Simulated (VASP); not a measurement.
# CaSe (R-3m) in VASP: a series of runs

CaSe is run at these levels: PBE, r2SCAN; tasks: single point.

Everything below comes from runs of VASP 6.6.1. Logs are shortened: lines on timing, memory, paths and dates and some standing lists are left out, and cuts for length are marked.

**1. The cell of the first run**

Symmetry: R-3m, No. 166, trigonal system. Conventional cell: a = 4.328 Å, b = 4.328 Å, c = 10.052 Å, α = 90.00°, β = 90.00°, γ = 120.00°. Ca (site symmetry -3m) has 6 Se at 3.01 Å within 4.0 Å. Within 4.0 Å of Se (site symmetry -3m) lie 6 Ca at 3.01 Å.

**2. Single point, PBE (epitaxial 111 strain +3.1%)**

Contents of INCAR:

```
  PREC = Accurate
  ENCUT = 520
  EDIFF = 1E-7
  ISMEAR = -1
  SIGMA = 0.02
  LREAL = F
  LASPH = T
  NELM = 80
  ALGO = Normal
  ISIF = 2
  LWAVE = F
  LCHARG = F
  GGA = PE
  NBANDS = 15
```

Contents of KPOINTS:

```
Automatic mesh
0
Gamma
  8 8 8
```

Contents of POSCAR:

```
CaSe
1.0
   -0.1056889806      2.9547299800      2.9547299800
    2.9547299800     -0.1056889806      2.9547299800
    2.9547299800      2.9547299800     -0.1056889806
Ca Se
1 1
Direct
    0.0000000000      0.0000000000      0.0000000000
    0.5000000000      0.5000000000      0.5000000000
```

Potentials or basis: VASP PAW PBE potentials, release 64 (Ca_sv, Se).

Run with:

```sh
cat potpaw_PBE.64/Ca_sv/POTCAR potpaw_PBE.64/Se/POTCAR > POTCAR
mpirun -np 1 vasp_std > vasp.out
```

OUTCAR:

```text
PREC = Accurate
   ENCUT = 520
   EDIFF = 1E-7
   ISMEAR = -1
   LREAL = F
   LASPH = T
   NELM = 80
   ISIF = 2
   GGA = PE

 ion  position               nearest neighbor table
   1  0.000  0.000  0.000-
   2  0.500  0.500  0.500-

  LATTYP: Found a trigonal (rhomboedric) cell.
 ALAT       =     4.1799555823
 COS(alpha) =     0.4639337886

  Lattice vectors:

 A1 = (  -0.1056889806,   2.9547299800,   2.9547299800)
 A2 = (   2.9547299800,  -0.1056889806,   2.9547299800)
 A3 = (   2.9547299800,   2.9547299800,  -0.1056889806)

Analysis of symmetry for initial positions (statically):
=====================================================================
 Subroutine PRICEL returns:
 Original cell was already a primitive cell.

 Routine SETGRP: Setting up the symmetry group for a
 trigonal (rhombohedral) supercell.

 Subroutine GETGRP returns: Found 12 space group operations
 (whereof 12 operations were pure point group operations)
 out of a pool of 12 trial point group operations.

The static configuration has the point symmetry D_3d.

Analysis of symmetry for dynamics (positions and initial velocities):
=====================================================================
 Subroutine PRICEL returns:
 Original cell was already a primitive cell.

 Routine SETGRP: Setting up the symmetry group for a
 trigonal (rhombohedral) supercell.

 Subroutine GETGRP returns: Found 12 space group operations
 (whereof 12 operations were pure point group operations)
 out of a pool of 12 trial point group operations.

The dynamic configuration has the point symmetry D_3d.

 Subroutine INISYM returns: Found 12 space group operations
 (whereof 12 operations are pure point group operations),
 and found     1 'primitive' translations

----------------------------------------------------------------------------------------

                                     Primitive cell

  volume of cell :      54.3591

  direct lattice vectors                    reciprocal lattice vectors
    -0.105688981  2.954729980  2.954729980    -0.160401176  0.166351472  0.166351472
     2.954729980 -0.105688981  2.954729980     0.166351472 -0.160401176  0.166351472
     2.954729980  2.954729980 -0.105688981     0.166351472  0.166351472 -0.160401176

  length of vectors
     4.179955582  4.179955582  4.179955582     0.284735249  0.284735249  0.284735249

  position of ions in fractional coordinates (direct lattice)
     0.000000000  0.000000000  0.000000000
     0.500000000  0.500000000  0.500000000

  ion indices of the primitive-cell ions
   primitive index   ion index
                 1           1
                 2           2

----------------------------------------------------------------------------------------

 KPOINTS: Automatic mesh

Automatic generation of k-mesh.
 Grid dimensions read from file:
 generate k-points for:    8    8    8

 Generating k-lattice:

  Cartesian coordinates                     Fractional coordinates (reciprocal lattice)
    -0.020050147  0.020793934  0.020793934     0.125000000  0.000000000  0.000000000
     0.020793934 -0.020050147  0.020793934     0.000000000  0.125000000  0.000000000
     0.020793934  0.020793934 -0.020050147     0.000000000  0.000000000  0.125000000

  Length of vectors
     0.035591906  0.035591906  0.035591906

  Shift w.r.t. Gamma in fractional coordinates (k-lattice)
     0.000000000  0.000000000  0.000000000

 Subroutine IBZKPT returns following result:
 ===========================================

 Found     65 irreducible k-points:

 Following reciprocal coordinates:
            Coordinates               Weight
  0.000000  0.000000  0.000000      1.000000
  0.125000  0.000000 -0.000000      6.000000
  0.250000  0.000000 -0.000000      6.000000
  0.375000  0.000000  0.000000      6.000000
  0.500000  0.000000 -0.000000      3.000000
  0.125000  0.125000  0.000000      6.000000
[... 16 lines left out ...]
  0.250000  0.125000  0.125000      6.000000
  0.375000  0.125000  0.125000      6.000000
 [... further k-points ...]
   k-points           NKPTS =     65   k-points in BZ     NKDIM =     65   number of bands    NBANDS=     15
   number of dos      NEDOS =    301   number of ions     NIONS =      2
   total plane-waves  NPLWV =  32768
   dimension x,y,z NGX =    32 NGY =   32 NGZ =   32
   dimension x,y,z NGXF=    64 NGYF=   64 NGZF=   64
   ions per type =               1   1
   NGX,Y,Z   is equivalent  to a cutoff of  12.73, 12.73, 12.73 a.u.
   NGXF,Y,Z  is equivalent  to a cutoff of  25.45, 25.45, 25.45 a.u.
 SYSTEM =  unknown system
   PREC   = accura    normal or accurate (medium, high low for compatibility)
   ISTART =      0    job   : 0-new  1-cont  2-samecut
   ICHARG =      2    charge: 1-file 2-atom 10-const
   ISPIN  =      1    spin polarized calculation?
   LNONCOLLINEAR =      F non collinear calculations
   LSORBIT =      F    spin-orbit coupling
   LASPH  =      T    aspherical Exc in radial PAW
   ENCUT  =  520.0 eV  38.22 Ry    6.18 a.u.   7.77  7.77  7.77*2*pi/ulx,y,z
   NELM   =     80;   NELMIN=  2; NELMDL= -5     # of ELM steps
   EDIFF  = 0.1E-06   stopping-criterion for ELM
   LREAL  =      F    real-space projection
   EDIFFG = 0.1E-05   stopping-criterion for IOM
   NSW    =      0    number of steps for IOM
   IBRION =     -1    ionic relax: 0-MD 1-quasi-New 2-CG
   NFREE  =      0    steps in history (QN), initial steepest desc. (CG)
   ISIF   =      2    stress and relaxation
   ISYM   =      2    0-nonsym 1-usesym 2-fastsym
   POTIM  = 0.5000    time-step for ionic-motion
   TEBEG  =    0.0;   TEEND  =   0.0 temperature during run
   PSTRESS=    0.0 pullay stress
   NELECT =      16.0000    total number of electrons
   NUPDOWN=      -1.0000    fix difference up-down
   EMIN   =  10.00;   EMAX   =-10.00  energy-range for DOS
   EFERMI =   0.00;   METHOD = LEGACY
   ISMEAR =    -1;   SIGMA  =   0.02  broadening in eV -4-tet -1-fermi 0-gaus
   EFERMI_NEDOS =   21; number of points for ismear=-14 and -15
   IALGO  =     38    algorithm
   IMIX   =      4    mixing-type and parameters
     AMIX     =   0.40;   BMIX     =  1.00
     AMIX_MAG =   1.60;   BMIX_MAG =  1.00
  volume/ion in A,a.u.               =      27.18       183.42
  Fermi-wavevector in a.u.,A,eV,Ry     =   1.088991  2.057894 16.135157  1.185901
  Thomas-Fermi vector in A             =   2.225184
   LORBIT       =      0    0 simple, 1 ext, 2 COOP (PROOUT), +10 PAW based schemes
   GGA     = PE    functional components
   LHFCALC =     F    Hartree Fock is set to
   AEXX    =    0.0000 exact exchange contribution
   IVDW    =     0    specifies the selected vdW correction
   LEPSILON=     F    determine dielectric tensor
   LRPA    =     F    only Hartree local field effects (RPA)
 non-spin polarized calculation
  energy-cutoff  :      520.00
  volume of cell :       54.36
 maximum number of plane-waves:      1476
   NGX = 15   NGY = 15   NGZ = 15

 number of electron      16.0000002 magnetization

 Free energy of the ion-electron system (eV)
  ---------------------------------------------------
  ext. energy  EPLUGINS =         0.00000000
  ---------------------------------------------------
  free energy    TOTEN  =        -9.46555120 eV

  energy without entropy =       -9.46555120  energy(sigma->0) =       -9.46555120

 E-fermi :   2.8276     XC(G=0):  -8.9503

 val. band max:        2.3043321728   @ k =   0.0000   0.0000   0.0000
 cond. band min:       4.2454224597   @ k =   0.5000   0.5000   0.0000
 fundamental gap:      1.9410902869
 Fermi energy:         2.8276483359

 k-point     1 :       0.0000    0.0000    0.0000
  band No.  band energies     occupation
      1     -37.7957      2.00000
      2     -18.7889      2.00000
      3     -18.7756      2.00000
      4     -18.7756      2.00000
      5      -9.5131      2.00000
      6       2.0346      2.00000
      7       2.0346      2.00000
      8       2.3043      2.00000
      9       5.1409      0.00000
     10       5.7023      0.00000
     11       5.7023      0.00000
     12       6.1356      0.00000
     13       6.3681      0.00000
     14       6.3681      0.00000
     15      11.7707      0.00000

 k-point     2 :       0.1250    0.0000   -0.0000
  band No.  band energies     occupation
      1     -37.7950      2.00000
      2     -18.7945      2.00000
      3     -18.7843      2.00000
      4     -18.7762      2.00000
      5      -9.4335      2.00000
      6       1.3338      2.00000
      7       1.8275      2.00000
      8       2.0666      2.00000
      9       5.5889      0.00000
     10       5.9108      0.00000
     11       6.0929      0.00000
     12       6.3334      0.00000
     13       6.7143      0.00000
     14       6.7533      0.00000
     15      11.8231      0.00000

 k-point     3 :       0.2500    0.0000   -0.0000
  band No.  band energies     occupation
      1     -37.7933      2.00000
      2     -18.8231      2.00000
      3     -18.7898      2.00000
      4     -18.7774      2.00000
      5      -9.2323      2.00000
      6       0.1787      2.00000
      7       1.4215      2.00000
      8       1.6531      2.00000
      9       5.8122      0.00000
     10       6.3953      0.00000
     11       6.6321      0.00000
     12       7.4766      0.00000
     13       7.6034      0.00000
     14       7.7198      0.00000
     15      11.2004      0.00000
[... 343 lines left out ...]
 k-point    23 :       0.2500    0.1250    0.1250
  band No.  band energies     occupation
      1     -37.7936      2.00000
      2     -18.8176      2.00000
      3     -18.7863      2.00000
      4     -18.7759      2.00000
      5      -9.3042      2.00000
      6       0.7033      2.00000
      7       1.5120      2.00000
      8       1.7058      2.00000
      9       5.9328      0.00000
     10       6.0332      0.00000
     11       6.1492      0.00000
     12       6.5695      0.00000
     13       7.5668      0.00000
     14       7.6831      0.00000
     15      11.7656      0.00000

 k-point    24 :       0.3750    0.1250    0.1250
  band No.  band energies     occupation
      1     -37.7919      2.00000
      2     -18.8404      2.00000
      3     -18.7964      2.00000
      4     -18.7772      2.00000
      5      -9.1083      2.00000
      6      -0.1925      2.00000
      7       1.1805      2.00000
      8       1.3576      2.00000
      9       6.1633      0.00000
     10       6.4708      0.00000
     11       6.9283      0.00000
     12       7.1963      0.00000
     13       8.2996      0.00000
     14       8.6394      0.00000
     15      11.1298      0.00000

 [... further k-points ...]

------------------------ aborting loop because EDIFF is reached ----------------------------------------

  FORCE on cell =-STRESS in cart. coord.  units (eV):
  Direction    XX          YY          ZZ          XY          YZ          ZX
  --------------------------------------------------------------------------------------
  -------------------------------------------------------------------------------------
  Total       -0.3851823     -0.3851823     -0.3851823      0.2933624      0.2933624      0.2933624
  in kB      -11.3528481    -11.3528481    -11.3528481      8.6465522      8.6465522      8.6465522
  external PRESSURE =     -11.3528481 kB  Pullay stress =       0.0000000 kB

 VOLUME and BASIS-vectors are now :
 -----------------------------------------------------------------------------
  energy-cutoff  :      520.00
  volume of cell :       54.36
      direct lattice vectors                 reciprocal lattice vectors
    -0.105688981  2.954729980  2.954729980    -0.160401176  0.166351472  0.166351472
     2.954729980 -0.105688981  2.954729980     0.166351472 -0.160401176  0.166351472
     2.954729980  2.954729980 -0.105688981     0.166351472  0.166351472 -0.160401176

 POSITION                                       TOTAL-FORCE (eV/Angst)
 -----------------------------------------------------------------------------------
      0.00000      0.00000      0.00000         0.000000     -0.000000      0.000000
      2.90189      2.90189      2.90189        -0.000000      0.000000     -0.000000
 -----------------------------------------------------------------------------------
    total drift:                                0.000000     -0.000000     -0.000000

  FREE ENERGIE OF THE ION-ELECTRON SYSTEM (eV)
  ---------------------------------------------------
  free  energy   TOTEN  =        -9.4655512004 eV

  energy  without entropy=       -9.4655512004  energy(sigma->0) =       -9.46555120
```

It took 46 s on 1 thread of Intel Xeon Platinum 8259CL at 2.50GHz (Skylake/Cascade Lake), shared host; peak memory 0.21 GiB.

What came out:

| Item | Value |
| --- | --- |
| Free energy | -9.4656 eV |
| Pressure | -1.1 GPa |
| Band gap on the k mesh | 1.94 eV (least direct gap 2.84 eV) |

Stress tensor (GPa, compression positive):
```
-1.14  0.86  0.86
 0.86 -1.14  0.86
 0.86  0.86 -1.14
```

Levels at points of the mesh, in eV from the valence-band top:
```csv
k point,band 4,band 5,band 6,band 7,band 8,band 9,band 10,band 11,band 12,band 13
"(0.00, 0.00, 0.00)",-21.08,-11.82,-0.27,-0.27,0.00,2.84,3.40,3.40,3.83,4.06
"(0.50, 0.00, 0.00)",-21.08,-11.22,-3.31,-1.33,-1.10,4.30,4.98,5.03,5.41,6.93
"(0.50, 0.50, 0.00)",-21.11,-11.29,-2.58,-1.20,-0.93,1.94,4.61,4.75,5.59,5.70
"(0.50, 0.50, 0.50)",-21.09,-11.15,-3.21,-1.46,-1.46,4.09,5.20,5.28,5.28,7.14
```

Caveat: the cell differs from its parent crystal (epitaxial 111 strain +3.1%). A k mesh can miss the band edges.

**3. Single point, r2SCAN (epitaxial 111 strain +3.1%)**

POSCAR is that of step 2.

Contents of INCAR.step1:

```
SYSTEM = CaSe
ALGO = Normal
EDIFF = 1E-4
ENCUT = 520
GGA = PE
ISMEAR = 0
LASPH = .TRUE.
LCHARG = .FALSE.
LREAL = .FALSE.
LWAVE = .TRUE.
NBANDS = 15
NELM = 60
PREC = Accurate
SIGMA = 0.01
```

Contents of INCAR.step2:

```
SYSTEM = CaSe
ALGO = Normal
EDIFF = 1E-6
ENCUT = 520
ISIF = 2
ISMEAR = 0
ISTART = 1
LASPH = .TRUE.
LCHARG = .FALSE.
LMIXTAU = .TRUE.
LREAL = .FALSE.
LWAVE = .FALSE.
METAGGA = R2SCAN
NBANDS = 15
NELM = 60
PREC = Accurate
SIGMA = 0.01
```

Contents of KPOINTS:

```
k-points
0
G
  8 8 8
  0 0 0
```

Potentials or basis: VASP PAW PBE potentials, release 64 (Ca_sv, Se).

Run with:

```sh
cat potpaw_PBE.64/Ca_sv/POTCAR potpaw_PBE.64/Se/POTCAR > POTCAR
cp INCAR.step1 INCAR
mpirun -np 1 vasp_std > vasp.out
cp INCAR.step2 INCAR
mpirun -np 1 vasp_std > vasp.out
```

Wall time 2.1 min (1 thread of Intel Xeon Platinum 8259CL at 2.50GHz (Skylake/Cascade Lake), shared host); peak memory 0.22 GiB.

Results (log left out):

- Free energy: -25.9521 eV
- Pressure: -1.7 GPa
- Band gap on the k mesh: 2.40 eV (least direct gap 3.35 eV)

Stress tensor (GPa, compression positive):
```
-1.71  0.95  0.95
 0.95 -1.71  0.95
 0.95  0.95 -1.71
```

Levels at points of the mesh, in eV from the valence-band top:
| k point | band 5 | band 6 | band 7 | band 8 | band 9 | band 10 | band 11 | band 12 |
| --- | --- | --- | --- | --- | --- | --- | --- | --- |
| (0.00, 0.00, 0.00) | -12.22 | -0.28 | -0.28 | 0.00 | 3.57 | 3.91 | 3.91 | 4.38 |
| (0.50, 0.00, 0.00) | -11.60 | -3.31 | -1.33 | -1.09 | 4.89 | 5.57 | 5.62 | 6.01 |
| (0.50, 0.50, 0.00) | -11.67 | -2.61 | -1.23 | -0.95 | 2.40 | 5.32 | 5.34 | 6.22 |
| (0.50, 0.50, 0.50) | -11.53 | -3.21 | -1.46 | -1.46 | 4.65 | 5.80 | 5.88 | 5.88 |

Caveat: the cell differs from its parent crystal (epitaxial 111 strain +3.1%); the PAW data sets were made with another functional, which shifts forces and pressure a little. A k mesh can miss the band edges.
